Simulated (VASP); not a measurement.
Write the native input for VASP 6.6.1 that does the following.

* Task: single point
* Functional: PBE
* Potentials or basis: VASP PAW PBE potentials, release 64 (Hf_pv, O)
* Cutoff: 520 eV
* k mesh: 12 × 12 × 12
* Occupations: fermi-dirac, width 0.05 eV
* Spin: no spin polarisation
* Dipole correction: no
* Further INCAR settings: ALGO = Normal; EDIFF = 1e-07; NBANDS = 18

The structure of HfO2 (fluorite type) lies in POSCAR:

```
HfO2
1.0
    0.0000000000      2.3657653998      2.3657653998
    2.3657653998      0.0000000000      2.3657653998
    2.3657653998      2.3657653998      0.0000000000
Hf O
1 2
Direct
    0.0000000000      0.0000000000      0.0000000000
    0.2500000000      0.2500000000      0.2500000000
    0.7500000000      0.7500000000      0.7500000000
```

These files were run (other wordings do the same):

INCAR

```
SYSTEM = HfO2
PREC = Accurate
ENCUT = 520
EDIFF = 1E-7
ISMEAR = -1
SIGMA = 0.05
LREAL = .False.
LASPH = .True.
NELM = 100
ALGO = Normal
ISIF = 2
LWAVE = .False.
LCHARG = .False.
GGA = PE
NBANDS = 18
```

KPOINTS

```
regular mesh
0
Gamma
  12 12 12
  0 0 0
```

Potentials or basis: VASP PAW PBE potentials, release 64 (Hf_pv, O).

Launch:

```bash
$ cat potpaw_PBE.64/Hf_pv/POTCAR potpaw_PBE.64/O/POTCAR > POTCAR
$ mpirun -np 1 vasp_std > vasp.out
```

Results of the run:

* Pressure: 82.1 GPa
* Band gap on the k mesh: 4.31 eV (least direct gap 4.35 eV)

Caveat: the cell stands under pressure; spin-orbit coupling is left out, which moves the levels of the heavy elements.

Run time: 26 s on 1 thread of Intel(R) Xeon(R) Platinum 8488C (Sapphire Rapids), on a shared host, peak memory 0.18 GiB.
